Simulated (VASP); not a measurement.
A run of VASP 6.6.1 is set up as follows.

The input INCAR:

```
ALGO = Normal ; EDIFF = 1E-6
ENCUT = 520 ; GGA = PE
ISIF = 2 ; ISMEAR = 0
IVDW = 12 ; LASPH = T
LCHARG = F ; LREAL = F
LWAVE = F ; NBANDS = 35
NELM = 100 ; PREC = Accurate
SIGMA = 0.02
```

The input KPOINTS:

```
k-points
0
Gamma
  9 9 2
```

Contents of POSCAR:

```
WSe2
1.0
    3.2369641978      0.0000000000      0.0000000000
   -1.6184820989      2.8032932265      0.0000000000
    0.0000000000      0.0000000000     12.3355611805
W Se
2 4
Direct
    0.3333333333      0.6666666667      0.2500000000
    0.6666666667      0.3333333333      0.7500000000
    0.3333333333      0.6666666667      0.6130370101
    0.6666666667      0.3333333333      0.1130370101
    0.3333333333      0.6666666667      0.8869629899
    0.6666666667      0.3333333333      0.3869629899
```

Potentials or basis: VASP PAW PBE potentials, release 64 (W_sv, Se).

Command:

```console
$ cat potpaw_PBE.64/W_sv/POTCAR potpaw_PBE.64/Se/POTCAR > POTCAR
$ mpirun -np 1 vasp_std > vasp.out
```

Question: Predict the band gap on the k mesh.

Answer: 0.81 eV, indirect (least direct gap 1.61 eV).

Question: What does it give for the dispersion energy per atom?

Answer: -0.507 eV.

Question: Estimate the largest force.

Answer: 0.051 eV/Å.

Question: Predict the pressure.

Answer: 4.5 GPa.

Stress tensor (GPa, compression positive):
```
4.46 0.00 0.00
0.00 4.46 0.00
0.00 0.00 4.58
```

Caveat: spin-orbit coupling is left out, which moves the levels of the heavy elements. A k mesh can miss the band edges.
